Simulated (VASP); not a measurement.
Input of a VASP 6.6.1 run:

Contents of INCAR:

```
ALGO = Normal
EDIFF = 1E-6
ENCUT = 520
GGA = CA
ISIF = 2
ISMEAR = 0
ISPIN = 2
LASPH = True
LCHARG = True
LDAU = True
LDAUJ = 0 0
LDAUL = 2 -1
LDAUPRINT = 1
LDAUTYPE = 2
LDAUU = 3.3 0
LELF = True
LMAXMIX = 4
LORBIT = 11
LREAL = False
LVHAR = True
LWAVE = False
MAGMOM = 2.82 0.3
NBANDS = 18
NELM = 150
PREC = Accurate
SIGMA = 0.05
```

Contents of KPOINTS:

```
k-points
0
Gamma
  10 10 10
```

Contents of POSCAR:

```
CoO
1.0
    0.0000000000      2.1123212002      2.1123212002
    2.1123212002      0.0000000000      2.1123212002
    2.1123212002      2.1123212002      0.0000000000
Co O
1 1
Direct
    0.0000000000      0.0000000000      0.0000000000
    0.5000000000      0.5000000000      0.5000000000
```

Potentials or basis: VASP PAW LDA potentials, release 64 (Co, O).

Run with:

```console
$ cat potpaw_LDA.64/Co/POTCAR potpaw_LDA.64/O/POTCAR > POTCAR
$ mpirun -np 1 vasp_std > vasp.out
```

Task: Estimate the site moments.

Result: Co +2.69; O +0.28 μB.

Task: Estimate the net moment.

Result: 3.00 μB per cell.

Task: Estimate the pressure.

Result: -14.9 GPa.

Task: Estimate the band gap on the k mesh.

Result: Zero (filled and empty bands overlap).

Eigenvalues of the final occupation matrices:
```csv
site,spin,trace,eigenvalues
site 1 d,1,4.93,0.97 0.97 0.97 1.01 1.01
site 1 d,2,2.28,0.16 0.16 0.65 0.65 0.65
```

Caveat: a cell with one magnetic atom can't hold antiferromagnetic order, which such compounds often take. The state reached can hang on the start; a lower one may exist.
